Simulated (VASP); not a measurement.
# SrTiO3 (Pm-3m) in VASP: further runs, part 2 of 2

VASP 6.6.1. The steps go on from the part before.

## (4) Single point, PBE (10.74 Å³/atom)

This run uses another cell than the first one, of 10.74 Å³/atom.

INCAR

```
PREC = Accurate
ENCUT = 520
EDIFF = 1E-7
ISMEAR = 0
SIGMA = 0.05
LREAL = F
LASPH = T
NELM = 80
ALGO = Normal
ISIF = 2
LWAVE = F
LCHARG = F
GGA = PE
NBANDS = 28
```

KPOINTS

```
Automatic mesh
0
Gamma
  6 6 6
```

POSCAR

```
SrTiO3
1.0
    3.7722535366      0.0000000000      0.0000000000
    0.0000000000      3.7722535366      0.0000000000
    0.0000000000      0.0000000000      3.7722535366
Sr Ti O
1 1 3
Direct
    0.5000000000      0.5000000000      0.5000000000
    0.0000000000      0.0000000000      0.0000000000
    0.5000000000      0.0000000000      0.0000000000
    0.0000000000      0.5000000000      0.0000000000
    0.0000000000      0.0000000000      0.5000000000
```

Started as:

```bash
$ cat potpaw_PBE.64/Sr_sv/POTCAR potpaw_PBE.64/Ti_sv/POTCAR potpaw_PBE.64/O/POTCAR > POTCAR
$ mpirun -np 1 vasp_std > vasp.out
```

Run time: 61 s. Hardware: 1 thread of Intel Xeon 8259CL, shared host; peak memory 0.18 GiB.

Results (log left out):

* Free energy: -39.4725 eV
* Pressure: 29.7 GPa
* Band gap on the k mesh: 2.04 eV (least direct gap 2.31 eV)

Levels at points of the mesh, in eV from the valence-band top:
```csv
k point,band 17,band 18,band 19,band 20,band 21,band 22,band 23,band 24
"(0.00, 0.00, 0.00)",-1.36,-0.28,-0.28,-0.28,2.04,2.04,2.04,5.02
"(0.50, 0.00, 0.00)",-2.62,-2.33,-0.69,-0.69,2.26,4.34,4.34,5.12
"(0.50, 0.50, 0.00)",-1.67,-1.67,-1.61,-0.11,4.35,4.35,4.84,6.26
"(0.50, 0.50, 0.50)",-4.02,0.00,0.00,0.00,5.15,5.15,5.15,7.36
```

Caveat: the cell stands under pressure. As with any semilocal functional, this PBE gap is likely too small.

## (5) Single point, PBE (11.22 Å³/atom)

This run uses another cell than the first one, of 11.22 Å³/atom.

INCAR

```
SYSTEM = SrTiO3
PREC = Accurate
ENCUT = 520
EDIFF = 1E-6
ISMEAR = 0
SIGMA = 0.05
LREAL = .False.
LASPH = .True.
NELM = 60
ALGO = Normal
ISIF = 2
LWAVE = .False.
LCHARG = .False.
GGA = PE
NBANDS = 28
```

KPOINTS

```
Automatic mesh
0
Gamma
  6 6 6
  0 0 0
```

POSCAR, as its differences from that of step 4:

```diff
@@ -2,5 +2,5 @@
 1.0
-    3.7722535366      0.0000000000      0.0000000000
-    0.0000000000      3.7722535366      0.0000000000
-    0.0000000000      0.0000000000      3.7722535366
+    3.8285641300      0.0000000000      0.0000000000
+    0.0000000000      3.8285641300      0.0000000000
+    0.0000000000      0.0000000000      3.8285641300
 Sr Ti O
```

Potentials or basis: VASP PAW PBE potentials, release 64 (Sr_sv, Ti_sv, O).

Started as:

```bash
$ cat potpaw_PBE.64/Sr_sv/POTCAR potpaw_PBE.64/Ti_sv/POTCAR potpaw_PBE.64/O/POTCAR > POTCAR
$ mpirun -np 1 vasp_std > vasp.out
```

OUTCAR:

```text
SYSTEM = SrTiO3
   PREC = Accurate
   ENCUT = 520
   EDIFF = 1E-6
   ISMEAR = 0
   LREAL = .False.
   LASPH = .True.
   NELM = 60
   ISIF = 2
   GGA = PE

 ion  position               nearest neighbor table
   1  0.500  0.500  0.500-   3 2.71   4 2.71   5 2.71   3 2.71   4 2.71   3 2.71   5 2.71   3 2.71
                             4 2.71   5 2.71   4 2.71   5 2.71   2 3.32   2 3.32   2 3.32   2 3.32
   2  0.000  0.000  0.000-   3 1.91   4 1.91   5 1.91   5 1.91   4 1.91   3 1.91   1 3.32   1 3.32
                             1 3.32   1 3.32   1 3.32   1 3.32   1 3.32   1 3.32
   3  0.500  0.000  0.000-   2 1.91   2 1.91   1 2.71   1 2.71   1 2.71   1 2.71
   4  0.000  0.500  0.000-   2 1.91   2 1.91   1 2.71   1 2.71   1 2.71   1 2.71
   5  0.000  0.000  0.500-   2 1.91   2 1.91   1 2.71   1 2.71   1 2.71   1 2.71

  LATTYP: Found a simple cubic cell.
 ALAT       =     3.8285641300

  Lattice vectors:

 A1 = (   3.8285641300,   0.0000000000,   0.0000000000)
 A2 = (   0.0000000000,   3.8285641300,   0.0000000000)
 A3 = (   0.0000000000,   0.0000000000,   3.8285641300)

Analysis of symmetry for initial positions (statically):
=====================================================================
[... 176 lines left out ...]
 cond. band min:       6.6268348457   @ k =   0.0000   0.0000   0.0000
 fundamental gap:      1.9613134148
 Fermi energy:         4.8731999769

 k-point     1 :       0.0000    0.0000    0.0000
  band No.  band energies     occupation
      1     -51.5525      2.00000
      2     -27.9499      2.00000
      3     -27.8412      2.00000
      4     -27.8412      2.00000
      5     -27.8412      2.00000
      6     -12.9802      2.00000
[... 609 lines left out ...]
     27      13.7494      0.00000
     28      13.7494      0.00000

------------------------ aborting loop because EDIFF is reached ----------------------------------------

  FORCE on cell =-STRESS in cart. coord.  units (eV):
  Direction    XX          YY          ZZ          XY          YZ          ZX
  --------------------------------------------------------------------------------------
  -------------------------------------------------------------------------------------
  Total        6.2406584      6.2406584      6.2406584     -0.0000000      0.0000000     -0.0000000
  in kB      178.1694387    178.1694387    178.1694387     -0.0000000      0.0000000     -0.0000000
  external PRESSURE =     178.1694387 kB  Pullay stress =       0.0000000 kB

 VOLUME and BASIS-vectors are now :
 -----------------------------------------------------------------------------
  energy-cutoff  :      520.00
  volume of cell :       56.12
      direct lattice vectors                 reciprocal lattice vectors
     3.828564130  0.000000000  0.000000000     0.261194528  0.000000000  0.000000000
     0.000000000  3.828564130  0.000000000     0.000000000  0.261194528  0.000000000
     0.000000000  0.000000000  3.828564130     0.000000000  0.000000000  0.261194528

 POSITION                                       TOTAL-FORCE (eV/Angst)
 -----------------------------------------------------------------------------------
      1.91428      1.91428      1.91428         0.000000      0.000000      0.000000
      0.00000      0.00000      0.00000         0.000000      0.000000      0.000000
      1.91428      0.00000      0.00000         0.000000      0.000000      0.000000
      0.00000      1.91428      0.00000         0.000000      0.000000      0.000000
      0.00000      0.00000      1.91428         0.000000      0.000000      0.000000
 -----------------------------------------------------------------------------------
    total drift:                               -0.000000      0.000000     -0.000000

  FREE ENERGIE OF THE ION-ELECTRON SYSTEM (eV)
  ---------------------------------------------------
  free  energy   TOTEN  =       -39.8343121170 eV

  energy  without entropy=      -39.8343121170  energy(sigma->0) =      -39.83431212
```

stdout:

```text
POSCAR found type information on POSCAR SrTiO
 POSCAR found :  3 types and       5 ions
 scaLAPACK will be used
 LDA part: xc-table for (Slater+PW92), standard interpolation
 POSCAR, INCAR and KPOINTS ok, starting setup
 FFT: planning ... GRIDC
 FFT: planning ... GRID_SOFT
 FFT: planning ... GRID
 WAVECAR not read
 entering main loop
```

Wall time 61 s (1 thread of Intel Xeon 8259CL, shared host); peak memory 0.17 GiB.

What came out:

```yaml
Free_energy: -39.8343 eV
Pressure: 17.8 GPa
Band_gap_on_the_k_mesh: 1.96 eV (least direct gap 2.28 eV)
```

Caveat: the cell stands under pressure.

## (6) Summary

```csv
cell,gap on the mesh (eV),pressure (GPa)
"a = 3.654 Å, 5 atoms",2.17,62.9
"a = 3.714 Å, 5 atoms",2.11,44.4
"a = 3.772 Å, 5 atoms",2.04,29.7
"a = 3.829 Å, 5 atoms",1.96,17.8
```

Alike in all rows: task single point; level PBE; potentials or basis VASP PAW PBE potentials, release 64 (Sr_sv, Ti_sv, O); no spin polarisation; k mesh 6 × 6 × 6; cutoff (eV) 520; smearing gaussian 0.05 eV.

Caveats: the cell stands under pressure.

Total energies depend on the potentials used, so only differences within one code and one set of settings carry meaning.
